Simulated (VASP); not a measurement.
Set up this calculation in VASP 6.6.1, as the native input.

| Property | Result |
| --- | --- |
| Task | relaxation of cell and atoms |
| Functional | PBE |
| Potentials or basis | VASP PAW PBE potentials, release 64 (La) |
| Cutoff | 600 eV |
| k mesh | 14 × 14 × 14 |
| Occupations | fermi-dirac, width 0.05 eV |
| Spin | no spin polarisation |
| Dipole correction | no |
| Further INCAR settings | ALGO = Normal; EDIFF = 1e-07; IBRION = 2; EDIFFG = -0.005; NSW = 45; ISIF = 3 |

The structure of La lies in POSCAR:

```
La
1.0
   -2.1120340558      2.1120340558      2.1120340558
    2.1120340558     -2.1120340558      2.1120340558
    2.1120340558      2.1120340558     -2.1120340558
La
1
Direct
    0.0000000000      0.0000000000      0.0000000000
```

The input as run:

INCAR

```
SYSTEM = La
  ALGO = Normal
  EDIFF = 1E-7
  EDIFFG = -0.005
  ENCUT = 600
  GGA = PE
  IBRION = 2
  ISIF = 3
  ISMEAR = -1
  LASPH = .TRUE.
  LCHARG = .FALSE.
  LREAL = .FALSE.
  LWAVE = .FALSE.
  NELM = 100
  NSW = 45
  PREC = Accurate
  SIGMA = 0.05
```

KPOINTS

```
k-points
0
G
  14 14 14
  0 0 0
```

Potentials or basis: VASP PAW PBE potentials, release 64 (La).

Run with:

```bash
$ cat potpaw_PBE.64/La/POTCAR > POTCAR
$ mpirun -np 1 vasp_std > vasp.out
```

Results of the run:

```yaml
Relaxed_volume: 37.74 Å³/atom
Relaxed_cell: a = 3.660 Å, b = 3.660 Å, c = 3.660 Å, α = 109.47°, β = 109.47°, γ = 109.47°
Space_group_after_relaxing_to_0.05_Å: Im-3m (No. 229)
Energy_gained_by_relaxing: 0.0 meV/atom
Ionic_steps: 2
Pressure_after_relaxing: 0.0 GPa
```

It took 60 s on 1 thread of Intel(R) Xeon(R) 6975P-C (Granite Rapids) (shared host), peak memory 0.22 GiB.
